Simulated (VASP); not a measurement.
# ZnSe (F-43m) in VASP: relaxation of cell and atoms with HSE06

Aim: the relaxation of cell and atoms of ZnSe with HSE06.

All numbers are computed with VASP 6.6.1; they aren't measurements. Logs are shortened: lines on timing, memory, paths and dates and some standing lists are left out, and cuts for length are marked.

## Step 1: The cell of the first run

The structure is cubic, space group F-43m (No. 216). The conventional cell has a = 5.668 Å, b = 5.668 Å, c = 5.668 Å, α = 90.00°, β = 90.00°, γ = 90.00°. Within 3.2 Å of Se (site symmetry -43m) lie 4 Zn at 2.45 Å. Within 3.2 Å of Zn (site symmetry -43m) lie 4 Se at 2.45 Å.

## Step 2: Relaxation of cell and atoms, HSE06

Contents of POSCAR:

```
ZnSe
1.0
    0.0000000000      2.8338000000      2.8338000000
    2.8338000000      0.0000000000      2.8338000000
    2.8338000000      2.8338000000      0.0000000000
Se Zn
1 1
Direct
    0.7500000000      0.7500000000      0.7500000000
    0.0000000000      0.0000000000      0.0000000000
```

Contents of INCAR.step1:

```
PREC = Accurate ; ENCUT = 550
EDIFF = 1E-5 ; ISMEAR = -1
SIGMA = 0.05 ; LREAL = F
LASPH = T ; NELM = 120
ALGO = Normal ; LWAVE = T
LCHARG = F ; GGA = PE
NBANDS = 16 ; GGA_COMPAT = F
IBRION = 2 ; ISIF = 3
EDIFFG = -0.005 ; NELMIN = 4
NSW = 100 ; KPAR = 8
```

Contents of INCAR.step2:

```
PREC = Accurate ; ENCUT = 550
EDIFF = 1E-7 ; ISMEAR = -1
SIGMA = 0.05 ; LREAL = F
LASPH = T ; NELM = 120
ALGO = Normal ; ISIF = 3
LWAVE = F ; LCHARG = F
GGA = PE ; LHFCALC = T
HFSCREEN = 0.2079 ; PRECFOCK = Normal
IBRION = 2 ; NSW = 60
EDIFFG = -0.01 ; ISTART = 1
GGA_COMPAT = F ; NELMIN = 4
KPAR = 8
```

Contents of KPOINTS:

```
regular mesh
0
Gamma
  4 4 4
```

Potentials or basis: VASP PAW PBE potentials, release 64 (Se, Zn).

The run is started by

```
> cat potpaw_PBE.64/Se/POTCAR potpaw_PBE.64/Zn/POTCAR > POTCAR
> cp INCAR.step1 INCAR
> mpirun -np 8 vasp_std > vasp.out
> cp INCAR.step2 INCAR
> mpirun -np 8 vasp_std > vasp.out
```

OUTCAR:

```text
PREC = Accurate
   ENCUT = 550
   EDIFF = 1E-7
   ISMEAR = -1
   LREAL = F
   LASPH = T
   NELM = 120
   ISIF = 3
   GGA = PE
   LHFCALC = T
   HFSCREEN = 0.2079
   PRECFOCK = Normal
   IBRION = 2
   NSW = 60
   EDIFFG = -0.01
   ISTART = 1
   NELMIN = 4

 ion  position               nearest neighbor table
   1  0.750  0.750  0.750-   2 2.45   2 2.45   2 2.45   2 2.45
   2  0.000  0.000  0.000-   1 2.45   1 2.45   1 2.45   1 2.45

  LATTYP: Found a face centered cubic cell.
 ALAT       =     5.6676000000

  Lattice vectors:

 A1 = (   0.0000000000,   2.8338000000,   2.8338000000)
 A2 = (   2.8338000000,   0.0000000000,   2.8338000000)
 A3 = (   2.8338000000,   2.8338000000,   0.0000000000)

Analysis of symmetry for initial positions (statically):
=====================================================================
 Subroutine PRICEL returns:
 Original cell was already a primitive cell.

 Routine SETGRP: Setting up the symmetry group for a
 face centered cubic supercell.

 Subroutine GETGRP returns: Found 24 space group operations
 (whereof 24 operations were pure point group operations)
 out of a pool of 48 trial point group operations.

The static configuration has the point symmetry T_d .

Analysis of symmetry for dynamics (positions and initial velocities):
=====================================================================
 Subroutine PRICEL returns:
 Original cell was already a primitive cell.

 Routine SETGRP: Setting up the symmetry group for a
 face centered cubic supercell.

 Subroutine GETGRP returns: Found 24 space group operations
 (whereof 24 operations were pure point group operations)
 out of a pool of 48 trial point group operations.

The dynamic configuration has the point symmetry T_d .

 Subroutine INISYM returns: Found 24 space group operations
 (whereof 24 operations are pure point group operations),
 and found     1 'primitive' translations

----------------------------------------------------------------------------------------

                                     Primitive cell

  volume of cell :      45.5132

  direct lattice vectors                    reciprocal lattice vectors
     0.000000000  2.833800000  2.833800000    -0.176441527  0.176441527  0.176441527
     2.833800000  0.000000000  2.833800000     0.176441527 -0.176441527  0.176441527
     2.833800000  2.833800000  0.000000000     0.176441527  0.176441527 -0.176441527

  length of vectors
     4.007598393  4.007598393  4.007598393     0.305605690  0.305605690  0.305605690

  position of ions in fractional coordinates (direct lattice)
     0.750000000  0.750000000  0.750000000
     0.000000000  0.000000000  0.000000000

  ion indices of the primitive-cell ions
   primitive index   ion index
                 1           1
                 2           2

----------------------------------------------------------------------------------------

 KPOINTS: regular mesh

Automatic generation of k-mesh.
 Grid dimensions read from file:
 generate k-points for:    4    4    4

 Generating k-lattice:

  Cartesian coordinates                     Fractional coordinates (reciprocal lattice)
    -0.044110382  0.044110382  0.044110382     0.250000000  0.000000000  0.000000000
     0.044110382 -0.044110382  0.044110382     0.000000000  0.250000000  0.000000000
     0.044110382  0.044110382 -0.044110382     0.000000000  0.000000000  0.250000000

  Length of vectors
     0.076401422  0.076401422  0.076401422

  Shift w.r.t. Gamma in fractional coordinates (k-lattice)
     0.000000000  0.000000000  0.000000000

 Subroutine IBZKPT returns following result:
 ===========================================

 Found      8 irreducible k-points:

 Following reciprocal coordinates:
            Coordinates               Weight
  0.000000  0.000000  0.000000      1.000000
  0.250000  0.000000  0.000000      8.000000
  0.500000  0.000000  0.000000      4.000000
  0.250000  0.250000  0.000000      6.000000
  0.500000  0.250000  0.000000     24.000000
 -0.250000  0.250000  0.000000     12.000000
  0.500000  0.500000  0.000000      3.000000
 -0.250000  0.500000  0.250000      6.000000
   k-points           NKPTS =      8   k-points in BZ     NKDIM =     64   number of bands    NBANDS=     13
   number of dos      NEDOS =    301   number of ions     NIONS =      2
   total plane-waves  NPLWV =  32768
   dimension x,y,z NGX =    32 NGY =   32 NGZ =   32
   dimension x,y,z NGXF=    64 NGYF=   64 NGZF=   64
   ions per type =               1   1
   NGX,Y,Z   is equivalent  to a cutoff of  13.27, 13.27, 13.27 a.u.
   NGXF,Y,Z  is equivalent  to a cutoff of  26.55, 26.55, 26.55 a.u.
 SYSTEM =  unknown system
   PREC   = accura    normal or accurate (medium, high low for compatibility)
   ISTART =      1    job   : 0-new  1-cont  2-samecut
   ICHARG =      0    charge: 1-file 2-atom 10-const
   ISPIN  =      1    spin polarized calculation?
   LNONCOLLINEAR =      F non collinear calculations
   LSORBIT =      F    spin-orbit coupling
   LASPH  =      T    aspherical Exc in radial PAW
   ENCUT  =  550.0 eV  40.42 Ry    6.36 a.u.   7.66  7.66  7.66*2*pi/ulx,y,z
   NELM   =    120;   NELMIN=  4; NELMDL=  0     # of ELM steps
   EDIFF  = 0.1E-06   stopping-criterion for ELM
   LREAL  =      F    real-space projection
   EDIFFG = -.1E-01   stopping-criterion for IOM
   NSW    =     60    number of steps for IOM
   IBRION =      2    ionic relax: 0-MD 1-quasi-New 2-CG
   NFREE  =      1    steps in history (QN), initial steepest desc. (CG)
   ISIF   =      3    stress and relaxation
   ISYM   =      3    0-nonsym 1-usesym 2-fastsym
   POTIM  = 0.5000    time-step for ionic-motion
   TEBEG  =    0.0;   TEEND  =   0.0 temperature during run
   PSTRESS=    0.0 pullay stress
   NELECT =      18.0000    total number of electrons
   NUPDOWN=      -1.0000    fix difference up-down
   EMIN   =  10.00;   EMAX   =-10.00  energy-range for DOS
   EFERMI =   0.00;   METHOD = LEGACY
   ISMEAR =    -1;   SIGMA  =   0.05  broadening in eV -4-tet -1-fermi 0-gaus
   EFERMI_NEDOS =   21; number of points for ismear=-14 and -15
   IALGO  =     38    algorithm
   IMIX   =      1    mixing-type and parameters
     AMIX     =   0.40;   BMIX     =  1.00
     AMIX_MAG =   1.60;   BMIX_MAG =  1.00
  volume/ion in A,a.u.               =      22.76       153.57
  Fermi-wavevector in a.u.,A,eV,Ry     =   1.201673  2.270834 19.647073  1.444019
  Thomas-Fermi vector in A             =   2.337476
   LORBIT       =      0    0 simple, 1 ext, 2 COOP (PROOUT), +10 PAW based schemes
   GGA     = PE    functional components
   LHFCALC =     T    Hartree Fock is set to
   PRECFOCK=normal    Normal, Fast or Accurate (Low or Medium for compatibility)
   ENCUT4O =  -1.0   cutoff for four orbital integrals eV
   NKREDX  =     1    reduce k-point grid by
   NKREDY  =     1    reduce k-point grid by
   NKREDZ  =     1    reduce k-point grid by
   AEXX    =    0.2500 exact exchange contribution
   HFSCREEN=    0.2079 screening length (either q_TF or 0.3 A-1)
   HFSCREENC=   0.2079 screening length for correlation (either q_TF or 0.3 A-1)
   ENCUTFOCK=  -1.0 apply spherical cutoff to Coloumb kernel
   IVDW    =     0    specifies the selected vdW correction
   LEPSILON=     F    determine dielectric tensor
   LRPA    =     F    only Hartree local field effects (RPA)
 conjugate gradient relaxation of ions
 non-spin polarized calculation
  energy-cutoff  :      550.00
  volume of cell :       45.51
 maximum number of plane-waves:      1363
 NGX is ok and might be reduce to    32
  NGX = 24; NGY = 24; NGZ = 24

--------------------------------------- Ionic step        1  -------------------------------------------

 number of electron      17.9999991 magnetization

 Free energy of the ion-electron system (eV)
  ---------------------------------------------------
  ext. energy  EPLUGINS =         0.00000000
  ---------------------------------------------------
  free energy    TOTEN  =        -7.37583593 eV

  energy without entropy =       -7.37583593  energy(sigma->0) =       -7.37583593

------------------------ aborting loop because EDIFF is reached ----------------------------------------

  FORCE on cell =-STRESS in cart. coord.  units (eV):
  Direction    XX          YY          ZZ          XY          YZ          ZX
  --------------------------------------------------------------------------------------
  -------------------------------------------------------------------------------------
  Total        0.4141083      0.4141083      0.4141083     -0.0000000      0.0000000      0.0000000
  in kB       14.5776291     14.5776291     14.5776291     -0.0000000      0.0000000      0.0000000
  external PRESSURE =      14.5776291 kB  Pullay stress =       0.0000000 kB
[... 57 lines left out ...]
  energy  without entropy=       -7.3800293138  energy(sigma->0) =       -7.38002931

--------------------------------------- Ionic step        3  -------------------------------------------

 number of electron      18.0000007 magnetization

 Free energy of the ion-electron system (eV)
  ---------------------------------------------------
  ext. energy  EPLUGINS =         0.00000000
  ---------------------------------------------------
  free energy    TOTEN  =        -7.38050030 eV

  energy without entropy =       -7.38050030  energy(sigma->0) =       -7.38050030

 E-fermi :   1.8737     XC(G=0):  -7.6461

 val. band max:        0.7861640785   @ k =   0.0000   0.0000   0.0000
 cond. band min:       3.1102862208   @ k =   0.0000   0.0000   0.0000
 fundamental gap:      2.3241221423
 Fermi energy:         1.8736511763

 k-point     1 :       0.0000    0.0000    0.0000
  band No.  band energies     occupation
      1     -13.4235      2.00000
      2      -7.3366      2.00000
      3      -7.3366      2.00000
      4      -7.3366      2.00000
      5      -7.0263      2.00000
      6      -7.0263      2.00000
      7       0.7862      2.00000
      8       0.7862      2.00000
      9       0.7862      2.00000
     10       3.1103      0.00000
     11       7.7298      0.00000
     12       7.7298      0.00000
     13       7.7298      0.00000
[... 139 lines left out ...]
  FREE ENERGIE OF THE ION-ELECTRON SYSTEM (eV)
  ---------------------------------------------------
  free  energy   TOTEN  =        -7.3805003039 eV

  energy  without entropy=       -7.3805003039  energy(sigma->0) =       -7.38050030

 reached required accuracy - stopping structural energy minimisation
```

Wall time 2.4 min (8 MPI ranks of Intel Xeon Platinum 8488C (Sapphire Rapids), shared host); peak memory 0.28 GiB.

Results:

```yaml
Free_energy: -7.3805 eV
Relaxed_volume: 23.28 Å³/atom
Relaxed_cell: a = 4.038 Å, b = 4.038 Å, c = 4.038 Å, α = 60.00°, β = 60.00°, γ = 60.00°
Space_group_after_relaxing_to_0.1_Å: F-43m (No. 216)
Energy_gained_by_relaxing: 2.3 meV/atom
Ionic_steps: 3
Pressure_after_relaxing: 0.0 GPa
Band_gap_on_the_k_mesh: 2.32 eV
```

The path:
| step | energy change (eV) | largest force (eV/Å) | pressure (GPa) | volume (Å³) |
| --- | --- | --- | --- | --- |
| 1 | 0.0000 | 0.0000 | 1.46 | 45.51 |
| 2 | -0.0042 | 0.0000 | -0.46 | 46.89 |
| 3 | -0.0047 | 0.0000 | 0.01 | 46.55 |

Final structure:
```yaml
crystal:
  lattice:
    - [0.00000, 2.85519, 2.85519]
    - [2.85519, 0.00000, 2.85519]
    - [2.85519, 2.85519, 0.00000]
  atoms:
    - { symbol: Se, position: [0.75000, 0.75000, 0.75000] }
    - { symbol: Zn, position: [0.00000, 0.00000, 0.00000] }
```

Levels at points of the mesh, in eV from the valence-band top:
```tsv
k point	band 7	band 8	band 9	band 10	band 11	band 12
(0.00, 0.00, 0.00)	0.00	0.00	0.00	2.32	6.94	6.94
(0.50, 0.00, 0.00)	-5.38	-0.88	-0.88	3.61	7.49	7.49
(0.50, 0.50, 0.00)	-5.01	-2.22	-2.22	3.91	4.50	12.00
```

Caveat: the k points lie up to 0.48 Å⁻¹ apart in the final cell; the PAW data sets were made with another functional, which shifts forces and pressure a little.
